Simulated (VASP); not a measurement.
# HoNb3I (Pm-3m) in VASP: further runs

HoNb3I is run at these levels: PBE; tasks: single point, relaxation of cell and atoms.

All numbers are computed with VASP 6.6.1; they aren't measurements. Logs are shortened: lines on timing, memory, paths and dates and some standing lists are left out, and cuts for length are marked.

## 1. The cell of the first run

The structure is cubic, space group Pm-3m (No. 221). Conventional cell: a = 5.052 Å, b = 5.052 Å, c = 5.052 Å, α = 90.00°, β = 90.00°, γ = 90.00°. Within 4.7 Å of Ho (site symmetry m-3m) lie 12 Nb at 3.57 Å and 8 I at 4.38 Å. Nb (site symmetry 4/mmm) has 2 I at 2.53 Å within 3.3 Å. Within 3.3 Å of I (site symmetry m-3m) lie 6 Nb at 2.53 Å.

The cell was generated, and may not be a known phase.

## 2. Single point, PBE, collinear spin

INCAR

```
SYSTEM = HoNb3I
ALGO = Normal
EDIFF = 1E-6
ENCUT = 500
GGA = PE
GGA_COMPAT = .FALSE.
ISIF = 2
ISMEAR = 0
ISPIN = 2
LASPH = .TRUE.
LCHARG = .TRUE.
LELF = .TRUE.
LMAXMIX = 6
LORBIT = 11
LREAL = .FALSE.
LVHAR = .TRUE.
LWAVE = .FALSE.
MAGMOM = 0 1 1 1 0
NBANDS = 40
NELM = 200
PREC = Accurate
SIGMA = 0.1
```

KPOINTS

```
k-points
0
G
  4 4 4
  0 0 0
```

POSCAR

```
HoNb3I
1.0
    5.0521409921      0.0000000000      0.0000000000
    0.0000000000      5.0521409921      0.0000000000
    0.0000000000      0.0000000000      5.0521409921
Ho Nb I
1 3 1
Direct
    0.0000000000      0.0000000000      0.0000000000
    0.5000000000      0.5000000000      0.0000000000
    0.5000000000      0.0000000000      0.5000000000
    0.0000000000      0.5000000000      0.5000000000
    0.5000000000      0.5000000000      0.5000000000
```

Potentials or basis: VASP PAW PBE potentials, release 64 (Ho_3, Nb_sv, I), 4f in core.

The run is started by

```console
cat potpaw_PBE.64/Ho_3/POTCAR potpaw_PBE.64/Nb_sv/POTCAR potpaw_PBE.64/I/POTCAR > POTCAR
mpirun -np 1 vasp_std > vasp.out
```

OUTCAR:

```text
SYSTEM = HoNb3I
   EDIFF = 1E-6
   ENCUT = 500
   GGA = PE
   ISIF = 2
   ISMEAR = 0
   ISPIN = 2
   LASPH = .TRUE.
   LORBIT = 11
   LREAL = .FALSE.
   NELM = 200
   PREC = Accurate

 ion  position               nearest neighbor table
   1  0.000  0.000  0.000-
   2  0.500  0.500  0.000-   5 2.53   5 2.53
   3  0.500  0.000  0.500-   5 2.53   5 2.53
   4  0.000  0.500  0.500-   5 2.53   5 2.53
   5  0.500  0.500  0.500-   2 2.53   3 2.53   4 2.53   2 2.53   3 2.53   4 2.53

  LATTYP: Found a simple cubic cell.
 ALAT       =     5.0521409921

  Lattice vectors:

 A1 = (   5.0521409921,   0.0000000000,   0.0000000000)
 A2 = (   0.0000000000,   5.0521409921,   0.0000000000)
 A3 = (   0.0000000000,   0.0000000000,   5.0521409921)

Analysis of symmetry for initial positions (statically):
=====================================================================
 Subroutine PRICEL returns:
 Original cell was already a primitive cell.

 Routine SETGRP: Setting up the symmetry group for a
 simple cubic supercell.

 Subroutine GETGRP returns: Found 48 space group operations
 (whereof 48 operations were pure point group operations)
 out of a pool of 48 trial point group operations.

The static configuration has the point symmetry O_h .

Analysis of symmetry for dynamics (positions and initial velocities):
=====================================================================
 Subroutine PRICEL returns:
 Original cell was already a primitive cell.

 Routine SETGRP: Setting up the symmetry group for a
 simple cubic supercell.

 Subroutine GETGRP returns: Found 48 space group operations
 (whereof 48 operations were pure point group operations)
 out of a pool of 48 trial point group operations.

The dynamic configuration has the point symmetry O_h .

Analysis of structural, dynamic, and magnetic symmetry:
=====================================================================
 Subroutine PRICEL returns:
 Original cell was already a primitive cell.

 Routine SETGRP: Setting up the symmetry group for a
 simple cubic supercell.

 Subroutine GETGRP returns: Found 48 space group operations
 (whereof 48 operations were pure point group operations)
 out of a pool of 48 trial point group operations.

The overall configuration has the point symmetry O_h .

 Subroutine INISYM returns: Found 48 space group operations
 (whereof 48 operations are pure point group operations),
 and found     1 'primitive' translations

----------------------------------------------------------------------------------------

[... 116 lines left out ...]
  energy-cutoff  :      500.00
  volume of cell :      128.95
 maximum number of plane-waves:      3328
 NGX is ok and might be reduce to    40
   NGX = 19   NGY = 19   NGZ = 19

 number of electron      54.9999997 magnetization       0.0042412

 Free energy of the ion-electron system (eV)
  ---------------------------------------------------
  ext. energy  EPLUGINS =         0.00000000
  ---------------------------------------------------
  free energy    TOTEN  =       -30.67973435 eV

  energy without entropy =      -30.64076870  energy(sigma->0) =      -30.66025152

 E-fermi :   7.1245     XC(G=0): -10.5439

 val. band max:        7.0973531011   @ k =   0.5000   0.2500   0.0000
 cond. band min:       7.1689967102   @ k =   0.2500   0.2500   0.0000
 fundamental gap:      0.0716436092
 Fermi energy:         7.1245041423

 spin component 1

 k-point     1 :       0.0000    0.0000    0.0000
  band No.  band energies     occupation
      1     -47.8730      1.00000
      2     -47.8475      1.00000
      3     -47.8475      1.00000
      4     -24.2156      1.00000
      5     -24.2156      1.00000
      6     -24.2156      1.00000
[... 409 lines left out ...]
     38      11.3456      0.00000
     39      11.3456      0.00000
 Fermi energy:         7.1245041423

 spin component 2

 k-point     1 :       0.0000    0.0000    0.0000
  band No.  band energies     occupation
      1     -47.8724      1.00000
      2     -47.8468      1.00000
      3     -47.8468      1.00000
      4     -24.2147      1.00000
      5     -24.2147      1.00000
      6     -24.2147      1.00000
[... 409 lines left out ...]
     38      11.3456      0.00000
     39      11.3456      0.00000
 [bands above 39 left out]

------------------------ aborting loop because EDIFF is reached ----------------------------------------

  FORCE on cell =-STRESS in cart. coord.  units (eV):
  Direction    XX          YY          ZZ          XY          YZ          ZX
  --------------------------------------------------------------------------------------
  -------------------------------------------------------------------------------------
  Total       -0.1000643     -0.1000643     -0.1000643      0.0000000      0.0000000      0.0000000
  in kB       -1.2432646     -1.2432646     -1.2432646      0.0000000      0.0000000      0.0000000
  external PRESSURE =      -1.2432646 kB  Pullay stress =       0.0000000 kB

 VOLUME and BASIS-vectors are now :
 -----------------------------------------------------------------------------
  energy-cutoff  :      500.00
  volume of cell :      128.95
      direct lattice vectors                 reciprocal lattice vectors
     5.052140992  0.000000000  0.000000000     0.197935885  0.000000000  0.000000000
     0.000000000  5.052140992  0.000000000     0.000000000  0.197935885  0.000000000
     0.000000000  0.000000000  5.052140992     0.000000000  0.000000000  0.197935885

 POSITION                                       TOTAL-FORCE (eV/Angst)
 -----------------------------------------------------------------------------------
      0.00000      0.00000      0.00000         0.000000      0.000000      0.000000
      2.52607      2.52607      0.00000         0.000000      0.000000      0.000000
      2.52607      0.00000      2.52607         0.000000      0.000000      0.000000
      0.00000      2.52607      2.52607         0.000000      0.000000      0.000000
      2.52607      2.52607      2.52607         0.000000      0.000000      0.000000
 -----------------------------------------------------------------------------------
    total drift:                                0.000000     -0.000000     -0.000000

  FREE ENERGIE OF THE ION-ELECTRON SYSTEM (eV)
  ---------------------------------------------------
  free  energy   TOTEN  =       -30.6797343464 eV

  energy  without entropy=      -30.6407686972  energy(sigma->0) =      -30.66025152

 total charge

# of ion       s       p       d       tot
------------------------------------------
    1        0.355   6.484   0.817   7.655
    2        2.135   5.969   2.561  10.666
    3        2.135   5.969   2.561  10.666
    4        2.135   5.969   2.561  10.666
    5        1.491   2.813   0.376   4.680
--------------------------------------------------
tot          8.251  27.205   8.877  44.333

 magnetization (x)

# of ion       s       p       d       tot
------------------------------------------
    1       -0.000  -0.000  -0.000  -0.000
    2        0.000   0.000   0.001   0.001
    3        0.000   0.000   0.001   0.001
    4        0.000   0.000   0.001   0.001
    5       -0.000  -0.000   0.000  -0.000
--------------------------------------------------
tot          0.000  -0.000   0.003   0.003
```

stdout:

```text
POSCAR found type information on POSCAR HoNbI
 POSCAR found :  3 types and       5 ions
 scaLAPACK will be used
 LDA part: xc-table for (Slater+PW92), standard interpolation
 POSCAR, INCAR and KPOINTS ok, starting setup
 FFT: planning ... GRIDC
 FFT: planning ... GRID_SOFT
 FFT: planning ... GRID
 WAVECAR not read
 entering main loop
```

It took 87 s on 1 thread of Intel Xeon 6975P-C (Granite Rapids), shared host; peak memory 0.31 GiB.

Results:

| Property | Result |
| --- | --- |
| Free energy | -30.6797 eV |
| Pressure | -0.1 GPa |
| Net moment | 0.00 μB per cell |
| Valence electrons inside the program's atomic spheres | Ho 7.66; Nb 10.67; I 4.68 |

Levels at points of the mesh, in eV from the Fermi level:
Spin up:
| k point | band 24 | band 25 | band 26 | band 27 | band 28 | band 29 | band 30 | band 31 |
| --- | --- | --- | --- | --- | --- | --- | --- | --- |
| (0.00, 0.00, 0.00) | -1.92 | -1.92 | -0.18 | -0.18 | 0.27 | 0.27 | 0.27 | 2.25 |
| (0.50, 0.00, 0.00) | -1.42 | -0.98 | -0.38 | -0.12 | 0.19 | 0.84 | 0.84 | 1.09 |
| (0.50, 0.50, 0.00) | -1.28 | -0.78 | -0.55 | -0.28 | -0.28 | 0.39 | 0.62 | 0.80 |
| (0.50, 0.50, 0.50) | -0.31 | -0.31 | -0.31 | 0.08 | 0.08 | 0.08 | 0.83 | 0.83 |
Spin down:
```
           k point  band 24  band 25  band 26  band 27  band 28  band 29  band 30  band 31
(0.00, 0.00, 0.00)    -1.92    -1.92    -0.18    -0.18     0.27     0.27     0.27     2.25
(0.50, 0.00, 0.00)    -1.42    -0.98    -0.38    -0.12     0.19     0.84     0.84     1.09
(0.50, 0.50, 0.00)    -1.28    -0.78    -0.55    -0.28    -0.28     0.39     0.62     0.80
(0.50, 0.50, 0.50)    -0.31    -0.31    -0.31     0.08     0.08     0.08     0.83     0.83
```

Caveat: the magnetic or orbital state may not be the lowest; the moments typed at the start vanished in this run; spin-orbit coupling is left out, which moves the levels of the heavy elements; the 4f electrons are frozen in the core, so they carry no moment and show no levels.

## 3. Relaxation of cell and atoms, PBE

INCAR

```
PREC = Accurate
ENCUT = 500
EDIFF = 1E-7
ISMEAR = 0
SIGMA = 0.1
LREAL = False
LASPH = True
NELM = 200
ALGO = Normal
ISIF = 3
LWAVE = False
LCHARG = False
GGA = PE
IBRION = 2
NSW = 100
EDIFFG = -0.01
GGA_COMPAT = False
NELMIN = 4
LMAXMIX = 6
```

KPOINTS

```
regular mesh
0
Gamma
  8 8 8
```

POSCAR is that of step 2.

Potentials or basis: VASP PAW PBE potentials, release 64 (Ho_3, Nb_sv, I), 4f in core.

The run is started by

```console
cat potpaw_PBE.64/Ho_3/POTCAR potpaw_PBE.64/Nb_sv/POTCAR potpaw_PBE.64/I/POTCAR > POTCAR
mpirun -np 1 vasp_std > vasp.out
```

Run time: 3.6 min. Hardware: 1 thread of Intel Xeon 6975P-C (Granite Rapids), shared host; peak memory 0.33 GiB.

It converged, with:

```yaml
Free_energy: -30.6694 eV
Relaxed_volume: 25.77 Å³/atom
Relaxed_cell: a = 5.051 Å, b = 5.051 Å, c = 5.051 Å, α = 90.00°, β = 90.00°, γ = 90.00°
Space_group_after_relaxing_to_0.1_Å: Pm-3m (No. 221)
Energy_gained_by_relaxing: 0.0 meV/atom
Ionic_steps: 3
Pressure_after_relaxing: 0.0 GPa
Band_gap_on_the_k_mesh: zero (an odd number of electrons rules out a gap without spin polarisation)
```

Final structure:
```xyz
5
Lattice="5.0507 0.0000 0.0000 0.0000 5.0507 0.0000 0.0000 0.0000 5.0507" Properties=species:S:1:pos:R:3 pbc="T T T"
Ho    0.0000    0.0000    0.0000
Nb    2.5253    2.5253    0.0000
Nb    2.5253    0.0000    2.5253
Nb    0.0000    2.5253    2.5253
I     2.5253    2.5253    2.5253
```

Levels at points of the mesh, in eV from the Fermi level:
```
           k point  band 25  band 26  band 27  band 28  band 29  band 30  band 31  band 32
(0.00, 0.00, 0.00)    -1.91    -0.19    -0.19     0.27     0.27     0.27     2.25     2.25
(0.50, 0.00, 0.00)    -0.97    -0.37    -0.13     0.19     0.84     0.84     1.10     1.30
(0.50, 0.50, 0.00)    -0.77    -0.55    -0.28    -0.28     0.41     0.62     0.80     1.40
(0.50, 0.50, 0.50)    -0.32    -0.32     0.09     0.09     0.09     0.84     0.84     2.13
```

Caveat: spin-orbit coupling is left out, which moves the levels of the heavy elements; the 4f electrons are frozen in the core, so they carry no moment and show no levels; an odd number of electrons without spin polarisation forces a metal; a magnetic or distorted state may lie lower; the run has no spin polarisation, though such a crystal can be magnetic.

The gap in the log of VASP goes by the Fermi energy; the results here count the filled bands.